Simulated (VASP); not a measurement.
# GaP (R-3m) in VASP: single point with PBE

Aim: the single point of GaP with PBE.

Everything below comes from runs of VASP 6.6.1. Logs are shortened: lines on timing, memory, paths and dates and some standing lists are left out, and cuts for length are marked.

**1. The cell of the first run**

It takes space group R-3m (No. 166, trigonal). The conventional cell has a = 3.886 Å, b = 3.886 Å, c = 19.292 Å, α = 90.00°, β = 90.00°, γ = 120.00°. Ga (site symmetry 3m) has 3 P at 2.40 Å and 1 Ga at 2.49 Å within 3.2 Å. P (site symmetry 3m) has 1 P at 2.21 Å and 3 Ga at 2.40 Å within 2.9 Å.

**2. Single point, PBE**

Contents of INCAR:

```
SYSTEM = GaP
ALGO     = Normal         ! electronic algorithm
EDIFF    = 1E-6           ! SCF threshold, eV
ENCUT    = 520            ! plane-wave cutoff, eV
GGA      = PE             ! functional
ISIF     = 2              ! what is computed and relaxed
ISMEAR   = 0              ! smearing method
LASPH    = .True.         ! aspherical terms in the spheres
LCHARG   = .False.        ! write CHGCAR
LREAL    = .False.        ! projectors in reciprocal space
LWAVE    = .False.        ! write WAVECAR
NBANDS   = 26             ! bands
NELM     = 80             ! most SCF steps
PREC     = Accurate       ! precision mode
SIGMA    = 0.05           ! smearing width, eV
```

Contents of KPOINTS:

```
k-points
0
Gamma
  9 9 9
  0 0 0
```

Contents of POSCAR:

```
GaP
1.0
    1.9430151755      1.1218003346      6.4308101003
   -1.9430151755      1.1218003346      6.4308101003
    0.0000000000     -2.2436006692      6.4308101003
Ga P
2 2
Direct
    0.4353720000      0.4353720000      0.4353720000
    0.5646280000      0.5646280000      0.5646280000
    0.0573890000      0.0573890000      0.0573890000
    0.9426110000      0.9426110000      0.9426110000
```

Potentials or basis: VASP PAW PBE potentials, release 64 (Ga_d, P).

On the command line:

```
> cat potpaw_PBE.64/Ga_d/POTCAR potpaw_PBE.64/P/POTCAR > POTCAR
> mpirun -np 1 vasp_std > vasp.out
```

OUTCAR:

```text
SYSTEM = GaP
   EDIFF = 1E-6
   ENCUT = 520
   GGA = PE
   ISIF = 2
   ISMEAR = 0
   LASPH = .True.
   LREAL = .False.
   NELM = 80
   PREC = Accurate

 ion  position               nearest neighbor table
   1  0.435  0.435  0.435-   3 2.40   3 2.40   3 2.40   2 2.49
   2  0.565  0.565  0.565-   4 2.40   4 2.40   4 2.40   1 2.49
   3  0.057  0.057  0.057-   4 2.21   1 2.40   1 2.40   1 2.40
   4  0.943  0.943  0.943-   3 2.21   2 2.40   2 2.40   2 2.40

  LATTYP: Found a trigonal (rhomboedric) cell.
 ALAT       =     6.8109516596
 COS(alpha) =     0.8372328403

  Lattice vectors:

 A1 = (   1.9430151755,   1.1218003346,   6.4308101003)
 A2 = (  -1.9430151755,   1.1218003346,   6.4308101003)
 A3 = (   0.0000000000,  -2.2436006692,   6.4308101003)

Analysis of symmetry for initial positions (statically):
=====================================================================
 Subroutine PRICEL returns:
 Original cell was already a primitive cell.

 Routine SETGRP: Setting up the symmetry group for a
 trigonal (rhombohedral) supercell.

 Subroutine GETGRP returns: Found 12 space group operations
 (whereof 12 operations were pure point group operations)
 out of a pool of 12 trial point group operations.

The static configuration has the point symmetry D_3d.

Analysis of symmetry for dynamics (positions and initial velocities):
=====================================================================
 Subroutine PRICEL returns:
 Original cell was already a primitive cell.

 Routine SETGRP: Setting up the symmetry group for a
 trigonal (rhombohedral) supercell.

 Subroutine GETGRP returns: Found 12 space group operations
 (whereof 12 operations were pure point group operations)
 out of a pool of 12 trial point group operations.

The dynamic configuration has the point symmetry D_3d.

 Subroutine INISYM returns: Found 12 space group operations
 (whereof 12 operations are pure point group operations),
 and found     1 'primitive' translations

----------------------------------------------------------------------------------------

                                     Primitive cell

  volume of cell :      84.1025

  direct lattice vectors                    reciprocal lattice vectors
[... 87 lines left out ...]
   LSORBIT =      F    spin-orbit coupling
   LASPH  =      T    aspherical Exc in radial PAW
   ENCUT  =  520.0 eV  38.22 Ry    6.18 a.u.  12.66 12.66 12.66*2*pi/ulx,y,z
   NELM   =     80;   NELMIN=  2; NELMDL= -5     # of ELM steps
   EDIFF  = 0.1E-05   stopping-criterion for ELM
   LREAL  =      F    real-space projection
   EDIFFG = 0.1E-04   stopping-criterion for IOM
   NSW    =      0    number of steps for IOM
   IBRION =     -1    ionic relax: 0-MD 1-quasi-New 2-CG
   NFREE  =      0    steps in history (QN), initial steepest desc. (CG)
   ISIF   =      2    stress and relaxation
   ISYM   =      2    0-nonsym 1-usesym 2-fastsym
   POTIM  = 0.5000    time-step for ionic-motion
   TEBEG  =    0.0;   TEEND  =   0.0 temperature during run
   PSTRESS=    0.0 pullay stress
   NELECT =      36.0000    total number of electrons
   NUPDOWN=      -1.0000    fix difference up-down
   EMIN   =  10.00;   EMAX   =-10.00  energy-range for DOS
   EFERMI =   0.00;   METHOD = LEGACY
   ISMEAR =     0;   SIGMA  =   0.05  broadening in eV -4-tet -1-fermi 0-gaus
   EFERMI_NEDOS =   21; number of points for ismear=-14 and -15
   IALGO  =     38    algorithm
   IMIX   =      4    mixing-type and parameters
     AMIX     =   0.40;   BMIX     =  1.00
     AMIX_MAG =   1.60;   BMIX_MAG =  1.00
  volume/ion in A,a.u.               =      21.03       141.89
  Fermi-wavevector in a.u.,A,eV,Ry     =   1.233785  2.331515 20.711129  1.522225
  Thomas-Fermi vector in A             =   2.368501
   LORBIT       =      0    0 simple, 1 ext, 2 COOP (PROOUT), +10 PAW based schemes
   GGA     = PE    functional components
   LHFCALC =     F    Hartree Fock is set to
   AEXX    =    0.0000 exact exchange contribution
   IVDW    =     0    specifies the selected vdW correction
   LEPSILON=     F    determine dielectric tensor
   LRPA    =     F    only Hartree local field effects (RPA)
 non-spin polarized calculation
 Gauss-broadening in eV      SIGMA  =   0.05
  energy-cutoff  :      520.00
  volume of cell :       84.10
 maximum number of plane-waves:      2284
 NGX is ok and might be reduce to    54
   NGX = 25   NGY = 25   NGZ = 25

 number of electron      36.0000008 magnetization

 Free energy of the ion-electron system (eV)
  ---------------------------------------------------
  ext. energy  EPLUGINS =         0.00000000
  ---------------------------------------------------
  free energy    TOTEN  =       -17.73822354 eV

  energy without entropy =      -17.73822354  energy(sigma->0) =      -17.73822354

 E-fermi :   4.8465     XC(G=0):  -9.6668

 val. band max:        4.6149750861   @ k =   0.0000   0.0000   0.0000
 cond. band min:       5.5637247849   @ k =  -0.4444  -0.4444   0.1111
 fundamental gap:      0.9487496988
 Fermi energy:         4.8465418258

 k-point     1 :       0.0000    0.0000    0.0000
  band No.  band energies     occupation
      1     -10.1411      2.00000
      2     -10.0154      2.00000
      3     -10.0154      2.00000
      4     -10.0014      2.00000
      5     -10.0014      2.00000
      6      -9.9499      2.00000
[... 685 lines left out ...]
     25      13.2911      0.00000
     26      14.2729      0.00000

 [... further k-points ...]

------------------------ aborting loop because EDIFF is reached ----------------------------------------

  FORCE on cell =-STRESS in cart. coord.  units (eV):
  Direction    XX          YY          ZZ          XY          YZ          ZX
  --------------------------------------------------------------------------------------
  -------------------------------------------------------------------------------------
  Total       -0.0149721     -0.0149721      0.0428301      0.0000000      0.0000000      0.0000000
  in kB       -0.2852222     -0.2852222      0.8159267      0.0000000      0.0000000      0.0000000
  external PRESSURE =       0.0818274 kB  Pullay stress =       0.0000000 kB

 VOLUME and BASIS-vectors are now :
 -----------------------------------------------------------------------------
  energy-cutoff  :      520.00
  volume of cell :       84.10
      direct lattice vectors                 reciprocal lattice vectors
     1.943015176  1.121800335  6.430810100     0.257332010  0.148570705  0.051833801
    -1.943015176  1.121800335  6.430810100    -0.257332010  0.148570705  0.051833801
     0.000000000 -2.243600669  6.430810100     0.000000000 -0.297141410  0.051833801

 POSITION                                       TOTAL-FORCE (eV/Angst)
 -----------------------------------------------------------------------------------
      0.00000      0.00000      8.39938         0.000000      0.000000      0.054775
      0.00000      0.00000     10.89305         0.000000     -0.000000     -0.054775
      0.00000      0.00000      1.10717         0.000000      0.000000      0.011748
      0.00000      0.00000     18.18526         0.000000      0.000000     -0.011748
 -----------------------------------------------------------------------------------
    total drift:                                0.000000      0.000000      0.000000

  FREE ENERGIE OF THE ION-ELECTRON SYSTEM (eV)
  ---------------------------------------------------
  free  energy   TOTEN  =       -17.7382235418 eV

  energy  without entropy=      -17.7382235418  energy(sigma->0) =      -17.73822354
```

stdout:

```text
POSCAR found type information on POSCAR GaP
 POSCAR found :  2 types and       4 ions
 scaLAPACK will be used
 LDA part: xc-table for (Slater+PW92), standard interpolation
 POSCAR, INCAR and KPOINTS ok, starting setup
 FFT: planning ... GRIDC
 FFT: planning ... GRID_SOFT
 FFT: planning ... GRID
 WAVECAR not read
 entering main loop
```

Run time: 9.2 min. Hardware: 1 thread of Intel Xeon 8259CL, shared host; peak memory 0.49 GiB.

What came out:

* Free energy: -17.7382 eV
* Pressure: 0.0 GPa
* Largest force: 0.055 eV/Å
* Band gap on the k mesh: 0.95 eV (least direct gap 1.12 eV)

Forces on the atoms (eV/Å):
```
Ga   0.000  0.000  0.055
Ga   0.000  0.000 -0.055
P    0.000  0.000  0.012
P    0.000  0.000 -0.012
```

Stress tensor (GPa, compression positive):
```
-0.03  0.00  0.00
 0.00 -0.03  0.00
 0.00  0.00  0.08
```

Caveat: an odd mesh through Γ misses points on the zone boundary, where band edges can lie.
